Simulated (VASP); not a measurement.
# SrCa (P-6m2) in VASP: vibrations by perturbation theory with LDA

Aim: the vibrations by perturbation theory of SrCa with LDA.

Everything below comes from runs of VASP 6.6.1. Logs are shortened: lines on timing, memory, paths and dates and some standing lists are left out, and cuts for length are marked.

### 1 The cell of the first run

Symmetry: P-6m2, No. 187, hexagonal system. The conventional cell has a = 4.128 Å, b = 4.128 Å, c = 6.789 Å, α = 90.00°, β = 90.00°, γ = 120.00°. Sr (site symmetry -6m2) has 6 Sr at 4.13 Å and 6 Ca at 4.15 Å within 5.4 Å. Within 5.4 Å of Ca (site symmetry -6m2) lie 6 Ca at 4.13 Å and 6 Sr at 4.15 Å.

### 2 Vibrations by perturbation theory, LDA

INCAR

```
SYSTEM = SrCa
PREC = Accurate ; ENCUT = 520
EDIFF = 1E-8 ; ISMEAR = -1
SIGMA = 0.1 ; LREAL = .FALSE.
LASPH = .TRUE. ; NELM = 100
ALGO = Normal ; ISIF = 2
LWAVE = .FALSE. ; LCHARG = .TRUE.
NBANDS = 17 ; IBRION = 8
NSW = 1
```

KPOINTS

```
Automatic mesh
0
G
  4 4 2
  0 0 0
```

POSCAR

```
SrCa
1.0
    4.1283377400      0.0000000000      0.0000000000
   -2.0641688700      3.5752453600      0.0000000000
    0.0000000000      0.0000000000      6.7887450800
Sr Ca
1 1
Direct
    0.6666666700      0.3333333300      0.5000000000
    0.0000000000      0.0000000000      0.0000000000
```

Potentials or basis: VASP PAW LDA potentials, release 64 (Sr_sv, Ca_sv).

The run is started by

```bash
cat potpaw_LDA.64/Sr_sv/POTCAR potpaw_LDA.64/Ca_sv/POTCAR > POTCAR
mpirun -np 1 vasp_std > vasp.out
```

OUTCAR:

```text
SYSTEM = SrCa
   PREC = Accurate
   ENCUT = 520
   EDIFF = 1E-8
   ISMEAR = -1
   LREAL = .FALSE.
   LASPH = .TRUE.
   NELM = 100
   ISIF = 2
   IBRION = 8
   NSW = 1

 ion  position               nearest neighbor table
   1  0.667  0.333  0.500-   2 4.15   2 4.15   2 4.15   2 4.15   2 4.15   2 4.15
   2  0.000  0.000  0.000-   1 4.15   1 4.15   1 4.15   1 4.15   1 4.15   1 4.15

  LATTYP: Found a hexagonal cell.
 ALAT       =     4.1283377400
 C/A-ratio  =     1.6444257974

  Lattice vectors:

 A1 = (   4.1283377400,   0.0000000000,   0.0000000000)
 A2 = (  -2.0641688700,   3.5752453600,   0.0000000000)
 A3 = (   0.0000000000,   0.0000000000,   6.7887450800)

Analysis of symmetry for initial positions (statically):
=====================================================================
 Subroutine PRICEL returns:
 Original cell was already a primitive cell.

 Routine SETGRP: Setting up the symmetry group for a
 hexagonal supercell.

 Subroutine GETGRP returns: Found 12 space group operations
 (whereof 12 operations were pure point group operations)
 out of a pool of 24 trial point group operations.

The static configuration has the point symmetry D_3h.

Analysis of symmetry for dynamics (positions and initial velocities):
=====================================================================
 Subroutine PRICEL returns:
 Original cell was already a primitive cell.

 Routine SETGRP: Setting up the symmetry group for a
 hexagonal supercell.

 Subroutine GETGRP returns: Found 12 space group operations
 (whereof 12 operations were pure point group operations)
 out of a pool of 24 trial point group operations.

The dynamic configuration has the point symmetry D_3h.

 Subroutine INISYM returns: Found 12 space group operations
 (whereof 12 operations are pure point group operations),
 and found     1 'primitive' translations

----------------------------------------------------------------------------------------

                                     Primitive cell

  volume of cell :     100.2007

  direct lattice vectors                    reciprocal lattice vectors
     4.128337740  0.000000000  0.000000000     0.242228244  0.139850542  0.000000000
    -2.064168870  3.575245360  0.000000000     0.000000000  0.279701083  0.000000000
     0.000000000  0.000000000  6.788745080     0.000000000  0.000000000  0.147302629

  length of vectors
     4.128337740  4.128337742  6.788745080     0.279701083  0.279701083  0.147302629

  position of ions in fractional coordinates (direct lattice)
     0.666666670  0.333333330  0.500000000
     0.000000000  0.000000000  0.000000000

  ion indices of the primitive-cell ions
   primitive index   ion index
                 1           1
                 2           2

----------------------------------------------------------------------------------------

 KPOINTS: Automatic mesh

Automatic generation of k-mesh.
 Grid dimensions read from file:
 generate k-points for:    4    4    2

 Generating k-lattice:

  Cartesian coordinates                     Fractional coordinates (reciprocal lattice)
     0.060557061  0.034962635  0.000000000     0.250000000  0.000000000  0.000000000
     0.000000000  0.069925271  0.000000000     0.000000000  0.250000000  0.000000000
[... 58 lines left out ...]
   IALGO  =     38    algorithm
   IMIX   =      4    mixing-type and parameters
     AMIX     =   0.40;   BMIX     =  1.00
     AMIX_MAG =   1.60;   BMIX_MAG =  1.00
  volume/ion in A,a.u.               =      50.10       338.09
  Fermi-wavevector in a.u.,A,eV,Ry     =   0.956742  1.807979 12.454153  0.915354
  Thomas-Fermi vector in A             =   2.085697
   LORBIT       =      0    0 simple, 1 ext, 2 COOP (PROOUT), +10 PAW based schemes
   GGA     = CA    functional components
   LHFCALC =     F    Hartree Fock is set to
   AEXX    =    0.0000 exact exchange contribution
   IVDW    =     0    specifies the selected vdW correction
   LEPSILON=     F    determine dielectric tensor
   LRPA    =     F    only Hartree local field effects (RPA)
 non-spin polarized calculation
  energy-cutoff  :      520.00
  volume of cell :      100.20
 maximum number of plane-waves:      2743
 NGX is ok and might be reduce to    32
   NGX = 15   NGY = 15   NGZ = 25

--------------------------------------- Ionic step        1  -------------------------------------------

 number of electron      19.9999999 magnetization

 Free energy of the ion-electron system (eV)
  ---------------------------------------------------
  ext. energy  EPLUGINS =         0.00000000
  ---------------------------------------------------
  free energy    TOTEN  =        -4.01985775 eV

  energy without entropy =       -3.92556242  energy(sigma->0) =       -3.97271009

 E-fermi :   1.4489     XC(G=0):  -7.6409

 val. band max:        1.4396395819   @ k =   0.0000   0.0000   0.0000
 cond. band min:       1.4488931680   @ k =   0.2500  -0.0000   0.0000
 fundamental gap:      0.0092535862
 Fermi energy:         1.4488915168

 k-point     1 :       0.0000    0.0000    0.0000
  band No.  band energies     occupation
      1     -40.4415      2.00000
      2     -34.8218      2.00000
      3     -21.7095      2.00000
      4     -21.6807      2.00000
      5     -21.6807      2.00000
      6     -16.9091      2.00000
[... 139 lines left out ...]
      6     -16.9862      2.00000
[... 9 lines left out ...]
     16       4.0277      0.00000
     17       5.0535      0.00000

------------------------ aborting loop because EDIFF is reached ----------------------------------------

  FORCE on cell =-STRESS in cart. coord.  units (eV):
  Direction    XX          YY          ZZ          XY          YZ          ZX
  --------------------------------------------------------------------------------------
  -------------------------------------------------------------------------------------
  Total       -1.1522293     -1.1522293     -0.8736511      0.0000000      0.0000000      0.0000000
  in kB      -18.4237872    -18.4237872    -13.9694092      0.0000000      0.0000000      0.0000000
  external PRESSURE =     -16.9389945 kB  Pullay stress =       0.0000000 kB

 VOLUME and BASIS-vectors are now :
 -----------------------------------------------------------------------------
  energy-cutoff  :      520.00
  volume of cell :      100.20
      direct lattice vectors                 reciprocal lattice vectors
     4.128337740  0.000000000  0.000000000     0.242228244  0.139850542  0.000000000
    -2.064168870  3.575245360  0.000000000     0.000000000  0.279701083  0.000000000
     0.000000000  0.000000000  6.788745080     0.000000000  0.000000000  0.147302629

 POSITION                                       TOTAL-FORCE (eV/Angst)
 -----------------------------------------------------------------------------------
      2.06417      1.19175      3.39437         0.000000     -0.000000      0.000000
      0.00000      0.00000      0.00000        -0.000000      0.000000      0.000000
 -----------------------------------------------------------------------------------
    total drift:                               -0.000016      0.000009      0.000000

  FREE ENERGIE OF THE ION-ELECTRON SYSTEM (eV)
  ---------------------------------------------------
  free  energy   TOTEN  =        -4.0198577473 eV

  energy  without entropy=       -3.9255624237  energy(sigma->0) =       -3.97271009

[... ionic steps 2 to 3 ...]

--------------------------------------- Ionic step        4  -------------------------------------------

------------------------ aborting loop because EDIFF is reached ----------------------------------------
[... 11 lines left out ...]
[... ionic steps 8 to 8 ...]

--------------------------------------- Ionic step        9  -------------------------------------------

 Free energy of the ion-electron system (eV)
  ---------------------------------------------------
  ---------------------------------------------------
  free energy    TOTEN  =        -0.42712112 eV

  energy without entropy =       -0.42712112

------------------------ aborting loop because EDIFF is reached ----------------------------------------

 INTERNAL STRAIN TENSOR  FOR ION    2  DIRECTION 3   (eV/Angst):
 -----------------------------------------------------------------------------
     0.00056  0.00000  0.00000
     0.00000  0.00056 -0.00000
    -0.00000 -0.00000 -0.00062

 INTERNAL STRAIN TENSOR FOR ION    2 for displacements in x,y,z  (eV/Angst):
          X           Y           Z          XY          YZ          ZX
  --------------------------------------------------------------------------------
  x     0.00000     0.00000     0.00000     0.68154     0.00000     0.00000
  y     0.68154    -0.68154     0.00000     0.00000     0.00000     0.00000
  z     0.00000     0.00000     0.00000     0.00000     0.00000     0.00000

 SECOND DERIVATIVES (NOT SYMMETRIZED)
 ------------------------------------
               1X          1Y          1Z          2X          2Y          2Z
  1X    -0.336954    0.000000    0.000000    0.336954    0.000000    0.000000
  1Y     0.000000   -0.336954    0.000000    0.000000    0.336954    0.000000
  1Z     0.000000    0.000000   -1.196287    0.000000   -0.000000    1.196287
  2X     0.330476    0.000000    0.000000   -0.330476    0.000000    0.000000
  2Y     0.000000    0.330476    0.000000    0.000000   -0.330476    0.000000
  2Z    -0.000000    0.000000    1.204887    0.000000    0.000000   -1.204887

 Eigenvectors and eigenvalues of the dynamical matrix
 ----------------------------------------------------

   1 f  =    3.268699 THz    20.537839 2PiTHz  109.032048 cm-1    13.518245 meV
             X         Y         Z           dx          dy          dz
      2.064169  1.191748  3.394373    -0.000000   -0.000000   -0.558847
      0.000000  0.000000  0.000000     0.000000    0.000000    0.829270
[... 21 lines left out ...]
   6 f/i=    0.007771 THz     0.048825 2PiTHz    0.259204 cm-1     0.032137 meV
             X         Y         Z           dx          dy          dz
      2.064169  1.191748  3.394373    -0.000049   -0.825801   -0.000000
      0.000000  0.000000  0.000000    -0.000034   -0.563962   -0.000000

--------------------------------------------------------------------------------------------------------

 ELASTIC MODULI CONTR FROM IONIC RELAXATION (kBar)
 Direction    XX          YY          ZZ          XY          YZ          ZX
 --------------------------------------------------------------------------------
 XX         -22.0058     22.0058      0.0000     -0.0000      0.0000      0.0000
 YY          22.0058    -22.0058      0.0000     -0.0000      0.0000      0.0000
 ZZ           0.0000      0.0000      0.0000      0.0000      0.0000      0.0000
 XY          -0.0000     -0.0000      0.0000    -22.0058      0.0000      0.0000
 YZ           0.0000      0.0000      0.0000      0.0000     -0.0000      0.0000
 ZX           0.0000      0.0000      0.0000      0.0000      0.0000      0.0000
 --------------------------------------------------------------------------------
```

Wall time 3.9 min (1 thread of Intel Xeon Platinum 8488C (Sapphire Rapids), shared host); peak memory 0.29 GiB.

Results:

| Quantity | Value |
| --- | --- |
| Highest phonon frequency at Γ | 109 cm⁻¹ |

Phonon frequencies in cm⁻¹ (negative: imaginary):
```
              q point      frequencies
(0.000, 0.000, 0.000)  0 0 0 57 57 109
```

Caveat: the k points lie up to 0.46 Å⁻¹ apart; the cell stands under pressure or tension, which shifts response properties.
